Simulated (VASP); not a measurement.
## Au: single point with PBE

Au:

```
CELL_PARAMETERS angstrom
0.00000 2.11022 2.04785
2.11022 0.00000 2.04785
2.11022 2.11022 0.00000
ATOMIC_POSITIONS crystal
Au 0.00000 0.00000 0.00000
```

This cell differs from its parent crystal: strain +0.015 along x and y, -0.015 along z.

```yaml
Program: VASP 6.6.1
Task: single point
Functional: PBE
Potentials_or_basis: VASP PAW PBE potentials, release 64 (Au)
Cutoff: 520 eV
k_mesh: 24 × 24 × 24
Occupations: gaussian, width 0.15 eV
Spin: no spin polarisation
Dipole_correction: no
Further_INCAR_settings: ALGO = Fast; EDIFF = 1e-06; NBANDS = 12
```

```json
{
  "Pressure": "-2.1 GPa",
  "Band gap on the k mesh": "zero (an odd number of electrons rules out a gap without spin polarisation)"
}
```

Stress tensor (GPa, compression positive):
```
-2.34  0.00  0.00
 0.00 -2.34  0.00
 0.00  0.00 -1.58
```

Levels at points of the mesh, in eV from the Fermi level:
```
           k point  band 3  band 4  band 5  band 6  band 7  band 8  band 9  band 10
(0.00, 0.00, 0.00)   -4.42   -4.19   -3.13   -2.88   14.60   18.06   18.06    18.49
(0.50, 0.00, 0.00)   -4.26   -2.00   -1.88   -0.65    2.72   13.98   16.29    17.00
(0.50, 0.50, 0.00)   -1.98   -1.64   -1.64    1.54    5.68    9.47    9.47    16.18
(0.50, 0.00, 0.50)   -1.98   -1.75   -1.57    1.05    5.03    9.97   10.01    16.65
```

Run time: 100 s on 1 thread of Intel Xeon 8259CL, on a shared host, peak memory 0.34 GiB.

Caveat: the cell differs from its parent crystal (strain +0.015 along x and y, -0.015 along z); spin-orbit coupling is left out, which moves the levels of the heavy elements.
